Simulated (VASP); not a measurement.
# HfC: single point with PBEsol+U

The system is HfC.

```
Hf C
1.0
     3.34287    0.00000    0.00000
    -1.67143    2.89501    0.00000
     0.00000    0.00000    5.20271
Hf C
2 2
Direct
  0.33333 0.66667 0.25000
  0.66667 0.33333 0.75000
  0.00000 0.00000 0.50000
  0.00000 0.00000 0.00000
```

```yaml
Program: VASP 6.6.1
Task: single point
Functional: PBEsol
Potentials_or_basis: VASP PAW PBE potentials, release 64 (Hf_pv, C)
Cutoff: 520 eV
k_mesh: 9 × 9 × 5
Occupations: fermi-dirac, width 0.05 eV
Spin: no spin polarisation
Hubbard_terms: Hf d U = 6.0 eV
```

```json
{
 "Pressure": "14.2 GPa",
 "Band gap on the k mesh": "zero (bands 14 and 15 overlap by 1.40 eV)"
}
```

Stress tensor (GPa, compression positive):
```
11.56  0.00  0.00
 0.00 11.56  0.00
 0.00  0.00 19.51
```

Levels at points of the mesh, in eV from the Fermi level:
```tsv
k point	band 12	band 13	band 14	band 15	band 16	band 17
(0.00, 0.00, 0.00)	-1.33	-1.33	1.31	1.89	1.89	1.96
```

Eigenvalues of the final occupation matrices:
```csv
site,spin,trace,eigenvalues
site 1 d,1,0.76,0.11 0.14 0.14 0.18 0.18
site 1 d,2,0.76,0.11 0.14 0.14 0.18 0.18
site 2 d,1,0.76,0.11 0.14 0.14 0.18 0.18
site 2 d,2,0.76,0.11 0.14 0.14 0.18 0.18
```

Wall time 22 s on 1 thread of Intel(R) Xeon(R) 6975P-C (Granite Rapids), on a shared host, peak memory 0.19 GiB.

Caveat: the stress differs along the axes, from 12 to 20 GPa; the PAW data sets were made with another functional, which shifts forces and pressure a little; spin-orbit coupling is left out, which moves the levels of the heavy elements; U without spin polarisation on a metal has little footing; the U is typed as a test and isn't derived for this compound.
